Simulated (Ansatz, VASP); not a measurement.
## One calculation of SnO, two programs

```
Sn O
1.0
     3.35500    0.00000    0.00000
     0.00000    5.67410    0.00000
     0.00000    0.00000    4.22197
Sn O
2 2
Direct
  0.97849 0.21919 0.49605
  0.47849 0.75537 0.99605
  0.00000 0.89125 0.73686
  0.50000 0.10875 0.23686
```

Change from the starting cell: all Sn atoms moved -0.125 Å, as atom 1 along Cartesian [1 1 1].

Alike in both runs: task single point; functional PBEsol; k mesh 8 × 6 × 6; occupations gaussian, width 0.05 eV; no spin polarisation.

```csv
,VASP,Ansatz
version,VASP 6.6.1,Ansatz 0.2.0
potentials or method,"VASP PAW PBE potentials, release 64 (Sn_d, O), cutoff 520 eV","scalar-relativistic, plane waves, PAW"
valence electrons in the cell,40,40
```

```csv
,VASP,Ansatz,Ansatz less VASP
gap on the k mesh at the Fermi level (eV),1.32,1.33,+0.011
least direct gap on the mesh (eV),1.97,1.98,+0.013
pressure (GPa),-1.1,-1.3,-0.21
"traceless stress, the component that is largest in VASP (GPa)",1.86,1.81,-0.057
rms of the force components (eV/Å),0.543,0.528,-0.0145
```

VASP's potentials were made for PBE, not for PBEsol. Atom by atom the forces differ by 0.037 eV/Å (rms over components). With one functional, cell and mesh, what is left measures potentials, basis and numerics.
